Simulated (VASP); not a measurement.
# GaMo in VASP: notebook

Runs on GaMo. Level: PBE. Tasks: single point, relaxation of cell and atoms.

Everything below comes from runs of VASP 6.6.1. Logs are shortened: lines on timing, memory, paths and dates and some standing lists are left out, and cuts for length are marked.

## 1. The cell of the first run

The typed cell holds 2 atoms: a = 3.625 Å, b = 3.625 Å, c = 3.625 Å, α = 120.00°, β = 120.00°, γ = 89.99°.

## 2. Single point, PBE

Input file INCAR:

```
SYSTEM = GaMo
PREC = Accurate
ENCUT = 520
EDIFF = 1E-6
ISMEAR = 0
SIGMA = 0.2
LREAL = .FALSE.
LASPH = .TRUE.
NELM = 100
ALGO = Normal
ISIF = 2
LWAVE = .FALSE.
LCHARG = .FALSE.
GGA = PE
NBANDS = 20
```

Input file KPOINTS:

```
Automatic mesh
0
G
  7 7 7
  0 0 0
```

Input file POSCAR:

```
GaMo
1.0
   -1.8124663252      1.8124663252      2.5634843747
    1.8124663252     -1.8124663252      2.5634843747
    1.8124663252      1.8124663252     -2.5634843747
Ga Mo
1 1
Direct
    0.5000000000      0.5000000000      0.0000000000
    0.0000000000      0.0000000000      0.0000000000
```

Potentials or basis: VASP PAW PBE potentials, release 64 (Ga_d, Mo_sv).

Command:

```sh
> cat potpaw_PBE.64/Ga_d/POTCAR potpaw_PBE.64/Mo_sv/POTCAR > POTCAR
> mpirun -np 1 vasp_std > vasp.out
```

OUTCAR:

```text
SYSTEM = GaMo
   PREC = Accurate
   ENCUT = 520
   EDIFF = 1E-6
   ISMEAR = 0
   LREAL = .FALSE.
   LASPH = .TRUE.
   NELM = 100
   ISIF = 2
   GGA = PE

 ion  position               nearest neighbor table
   1  0.500  0.500  0.000-   2 2.56   2 2.56   2 2.56   2 2.56   2 2.56   2 2.56
   2  0.000  0.000  0.000-   1 2.56   1 2.56   1 2.56   1 2.56   1 2.56   1 2.56

  LATTYP: Found a body centered tetragonal cell.
 ALAT       =     3.6249326504
 C/A-ratio  =     1.4143624845

  Lattice vectors:

 A1 = (  -1.8124663252,   1.8124663252,   2.5634843747)
 A2 = (   1.8124663252,  -1.8124663252,   2.5634843747)
 A3 = (   1.8124663252,   1.8124663252,  -2.5634843747)

Analysis of symmetry for initial positions (statically):
=====================================================================
 Subroutine PRICEL returns:
 Original cell was already a primitive cell.

 Routine SETGRP: Setting up the symmetry group for a
 body centered tetragonal supercell.

 Subroutine GETGRP returns: Found 16 space group operations
 (whereof 16 operations were pure point group operations)
 out of a pool of 16 trial point group operations.

The static configuration has the point symmetry D_4h.

Analysis of symmetry for dynamics (positions and initial velocities):
=====================================================================
 Subroutine PRICEL returns:
 Original cell was already a primitive cell.

 Routine SETGRP: Setting up the symmetry group for a
 body centered tetragonal supercell.

 Subroutine GETGRP returns: Found 16 space group operations
 (whereof 16 operations were pure point group operations)
 out of a pool of 16 trial point group operations.

The dynamic configuration has the point symmetry D_4h.

 Subroutine INISYM returns: Found 16 space group operations
 (whereof 16 operations are pure point group operations),
 and found     1 'primitive' translations

----------------------------------------------------------------------------------------

                                     Primitive cell

  volume of cell :      33.6845

  direct lattice vectors                    reciprocal lattice vectors
    -1.812466325  1.812466325  2.563484375     0.000000000  0.275867194  0.195047025
     1.812466325 -1.812466325  2.563484375     0.275867194  0.000000000  0.195047025
     1.812466325  1.812466325 -2.563484375     0.275867194  0.275867194  0.000000000

  length of vectors
     3.625123515  3.625123515  3.625123515     0.337855074  0.337855074  0.390135128

  position of ions in fractional coordinates (direct lattice)
     0.500000000  0.500000000  0.000000000
     0.000000000  0.000000000  0.000000000

  ion indices of the primitive-cell ions
   primitive index   ion index
                 1           1
                 2           2

----------------------------------------------------------------------------------------

 KPOINTS: Automatic mesh

Automatic generation of k-mesh.
 Grid dimensions read from file:
 generate k-points for:    7    7    7

 Generating k-lattice:

  Cartesian coordinates                     Fractional coordinates (reciprocal lattice)
     0.000000000  0.039409599  0.027863861     0.142857143  0.000000000  0.000000000
     0.039409599  0.000000000  0.027863861     0.000000000  0.142857143  0.000000000
     0.039409599  0.039409599  0.000000000     0.000000000  0.000000000  0.142857143

  Length of vectors
     0.048265011  0.048265011  0.055733590

  Shift w.r.t. Gamma in fractional coordinates (k-lattice)
     0.000000000  0.000000000  0.000000000

 Subroutine IBZKPT returns following result:
 ===========================================

 Found     40 irreducible k-points:

 Following reciprocal coordinates:
            Coordinates               Weight
  0.000000  0.000000  0.000000      1.000000
  0.142857  0.000000  0.000000      8.000000
  0.285714 -0.000000  0.000000      8.000000
  0.428571  0.000000  0.000000      8.000000
  0.142857  0.142857  0.000000      8.000000
  0.285714  0.142857  0.000000     16.000000
[... 16 lines left out ...]
 -0.142857  0.285714  0.142857      8.000000
 -0.428571  0.428571  0.142857      8.000000
 [... further k-points ...]
   k-points           NKPTS =     40   k-points in BZ     NKDIM =     40   number of bands    NBANDS=     20
   number of dos      NEDOS =    301   number of ions     NIONS =      2
   total plane-waves  NPLWV =  21952
   dimension x,y,z NGX =    28 NGY =   28 NGZ =   28
   dimension x,y,z NGXF=    56 NGYF=   56 NGZF=   56
   ions per type =               1   1
   NGX,Y,Z   is equivalent  to a cutoff of  12.84, 12.84, 12.84 a.u.
   NGXF,Y,Z  is equivalent  to a cutoff of  25.68, 25.68, 25.68 a.u.
 SYSTEM =  GaMo
   PREC   = accura    normal or accurate (medium, high low for compatibility)
   ISTART =      0    job   : 0-new  1-cont  2-samecut
   ICHARG =      2    charge: 1-file 2-atom 10-const
   ISPIN  =      1    spin polarized calculation?
   LNONCOLLINEAR =      F non collinear calculations
   LSORBIT =      F    spin-orbit coupling
   LASPH  =      T    aspherical Exc in radial PAW
   ENCUT  =  520.0 eV  38.22 Ry    6.18 a.u.   6.74  6.74  6.74*2*pi/ulx,y,z
   NELM   =    100;   NELMIN=  2; NELMDL= -5     # of ELM steps
   EDIFF  = 0.1E-05   stopping-criterion for ELM
   LREAL  =      F    real-space projection
   EDIFFG = 0.1E-04   stopping-criterion for IOM
   NSW    =      0    number of steps for IOM
   IBRION =     -1    ionic relax: 0-MD 1-quasi-New 2-CG
   NFREE  =      0    steps in history (QN), initial steepest desc. (CG)
   ISIF   =      2    stress and relaxation
   ISYM   =      2    0-nonsym 1-usesym 2-fastsym
   POTIM  = 0.5000    time-step for ionic-motion
   TEBEG  =    0.0;   TEEND  =   0.0 temperature during run
   PSTRESS=    0.0 pullay stress
   NELECT =      27.0000    total number of electrons
   NUPDOWN=      -1.0000    fix difference up-down
   EMIN   =  10.00;   EMAX   =-10.00  energy-range for DOS
   EFERMI =   0.00;   METHOD = LEGACY
   ISMEAR =     0;   SIGMA  =   0.20  broadening in eV -4-tet -1-fermi 0-gaus
   EFERMI_NEDOS =   21; number of points for ismear=-14 and -15
   IALGO  =     38    algorithm
   IMIX   =      4    mixing-type and parameters
     AMIX     =   0.40;   BMIX     =  1.00
     AMIX_MAG =   1.60;   BMIX_MAG =  1.00
  volume/ion in A,a.u.               =      16.84       113.66
  Fermi-wavevector in a.u.,A,eV,Ry     =   1.520732  2.873766 31.465167  2.312625
  Thomas-Fermi vector in A             =   2.629542
   LORBIT       =      0    0 simple, 1 ext, 2 COOP (PROOUT), +10 PAW based schemes
   GGA     = PE    functional components
   LHFCALC =     F    Hartree Fock is set to
   AEXX    =    0.0000 exact exchange contribution
   IVDW    =     0    specifies the selected vdW correction
   LEPSILON=     F    determine dielectric tensor
   LRPA    =     F    only Hartree local field effects (RPA)
 non-spin polarized calculation
 Gauss-broadening in eV      SIGMA  =   0.20
  energy-cutoff  :      520.00
  volume of cell :       33.68
 maximum number of plane-waves:       914
   NGX = 13   NGY = 13   NGZ = 13

 number of electron      26.9999999 magnetization

 Free energy of the ion-electron system (eV)
  ---------------------------------------------------
  ext. energy  EPLUGINS =         0.00000000
  ---------------------------------------------------
  free energy    TOTEN  =       -12.86042364 eV

  energy without entropy =      -12.82059081  energy(sigma->0) =      -12.84050722

 E-fermi :   8.7723     XC(G=0): -12.2089

 val. band max:        8.7219657063   @ k =   0.1429   0.1429   0.0000
 cond. band min:       8.7766014128   @ k =  -0.4286   0.2857   0.0000
 fundamental gap:      0.0546357065
 Fermi energy:         8.7723207502

 k-point     1 :       0.0000    0.0000    0.0000
  band No.  band energies     occupation
      1     -52.3141      2.00000
      2     -26.3785      2.00000
      3     -26.3785      2.00000
      4     -26.3785      2.00000
      5      -5.9116      2.00000
      6      -5.9115      2.00000
[... 12 lines left out ...]
     19      17.6417      0.00000
     20      20.5344      0.00000

 k-point     2 :       0.1429    0.0000    0.0000
  band No.  band energies     occupation
      1     -52.3123      2.00000
      2     -26.4023      2.00000
      3     -26.3824      2.00000
      4     -26.3824      2.00000
      5      -5.8905      2.00000
      6      -5.8904      2.00000
[... 12 lines left out ...]
     19      18.0071      0.00000
     20      21.0614      0.00000

 k-point     3 :       0.2857   -0.0000    0.0000
  band No.  band energies     occupation
      1     -52.3083      2.00000
      2     -26.4554      2.00000
      3     -26.3911      2.00000
      4     -26.3911      2.00000
      5      -5.8437      2.00000
      6      -5.8436      2.00000
[... 12 lines left out ...]
     19      16.9696      0.00000
     20      20.4012      0.00000

 k-point     4 :       0.4286    0.0000    0.0000
  band No.  band energies     occupation
      1     -52.3050      2.00000
      2     -26.4975      2.00000
      3     -26.3981      2.00000
      4     -26.3980      2.00000
      5      -5.8079      2.00000
      6      -5.8079      2.00000
[... 12 lines left out ...]
     19      17.9148      0.00000
     20      19.0672      0.00000

 k-point     5 :       0.1429    0.1429    0.0000
  band No.  band energies     occupation
      1     -52.3098      2.00000
      2     -26.4287      2.00000
      3     -26.3964      2.00000
      4     -26.3857      2.00000
      5      -5.8819      2.00000
      6      -5.8471      2.00000
[... 12 lines left out ...]
     19      18.4644      0.00000
     20      19.1779      0.00000

 k-point     6 :       0.2857    0.1429    0.0000
  band No.  band energies     occupation
      1     -52.3060      2.00000
      2     -26.4697      2.00000
      3     -26.4106      2.00000
      4     -26.3946      2.00000
      5      -5.8518      2.00000
      6      -5.8069      2.00000
[... 12 lines left out ...]
     19      18.2055      0.00000
     20      19.5823      0.00000

 k-point     7 :       0.4286    0.1429    0.0000
  band No.  band energies     occupation
      1     -52.3039      2.00000
      2     -26.4945      2.00000
      3     -26.4142      2.00000
      4     -26.4023      2.00000
      5      -5.8224      2.00000
      6      -5.8014      2.00000
[... 12 lines left out ...]
     19      16.5725      0.00000
     20      20.4496      0.00000
[... 277 lines left out ...]
 k-point    20 :       0.2857    0.2857    0.1429
  band No.  band energies     occupation
      1     -52.3017      2.00000
      2     -26.4614      2.00000
      3     -26.4565      2.00000
      4     -26.4215      2.00000
      5      -5.8662      2.00000
      6      -5.8138      2.00000
[... 12 lines left out ...]
     19      19.2389      0.00000
     20      21.3584      0.00000

 k-point    21 :       0.4286    0.2857    0.1429
  band No.  band energies     occupation
      1     -52.3019      2.00000
      2     -26.4766      2.00000
      3     -26.4339      2.00000
      4     -26.4229      2.00000
      5      -5.8671      2.00000
      6      -5.8338      2.00000
[... 12 lines left out ...]
     19      18.5767      0.00000
     20      20.1051      0.00000

 k-point    22 :      -0.2857    0.2857    0.1429
  band No.  band energies     occupation
      1     -52.3054      2.00000
      2     -26.4628      2.00000
      3     -26.4173      2.00000
      4     -26.4017      2.00000
      5      -5.8645      2.00000
      6      -5.8185      2.00000
[... 12 lines left out ...]
     19      19.1326      0.00000
     20      19.3545      0.00000

 k-point    23 :      -0.1429    0.2857    0.1429
  band No.  band energies     occupation
      1     -52.3060      2.00000
      2     -26.4697      2.00000
      3     -26.4106      2.00000
      4     -26.3946      2.00000
      5      -5.8517      2.00000
      6      -5.8069      2.00000
[... 12 lines left out ...]
     19      18.2071      0.00000
     20      19.5813      0.00000

 k-point    24 :      -0.4286    0.4286    0.1429
  band No.  band energies     occupation
      1     -52.3019      2.00000
      2     -26.4766      2.00000
      3     -26.4339      2.00000
      4     -26.4229      2.00000
      5      -5.8671      2.00000
      6      -5.8338      2.00000
[... 12 lines left out ...]
     19      18.5778      0.00000
     20      20.1047      0.00000

 [... further k-points ...]
[... 5 lines left out ...]
  --------------------------------------------------------------------------------------
  -------------------------------------------------------------------------------------
  Total        0.0812294      0.0812294      0.0737073      0.0000000      0.0000000      0.0000000
  in kB        3.8636116      3.8636116      3.5058251      0.0000000      0.0000000      0.0000000
  external PRESSURE =       3.7443494 kB  Pullay stress =       0.0000000 kB

 VOLUME and BASIS-vectors are now :
 -----------------------------------------------------------------------------
  energy-cutoff  :      520.00
  volume of cell :       33.68
      direct lattice vectors                 reciprocal lattice vectors
    -1.812466325  1.812466325  2.563484375     0.000000000  0.275867194  0.195047025
     1.812466325 -1.812466325  2.563484375     0.275867194  0.000000000  0.195047025
     1.812466325  1.812466325 -2.563484375     0.275867194  0.275867194  0.000000000

 POSITION                                       TOTAL-FORCE (eV/Angst)
 -----------------------------------------------------------------------------------
      0.00000      0.00000      2.56348        -0.000000      0.000000     -0.000000
      0.00000      0.00000      0.00000         0.000000     -0.000000      0.000000
 -----------------------------------------------------------------------------------
    total drift:                                0.000000     -0.000000      0.000000

  FREE ENERGIE OF THE ION-ELECTRON SYSTEM (eV)
  ---------------------------------------------------
  free  energy   TOTEN  =       -12.8604236420 eV

  energy  without entropy=      -12.8205908059  energy(sigma->0) =      -12.84050722
```

Wall time 16 s (1 thread of AMD EPYC 9R45 (Zen 5), shared host); peak memory 0.14 GiB.

Results:

```
Free energy : -12.8604 eV
Pressure    : 0.4 GPa
```

[end of part 1 of 2]
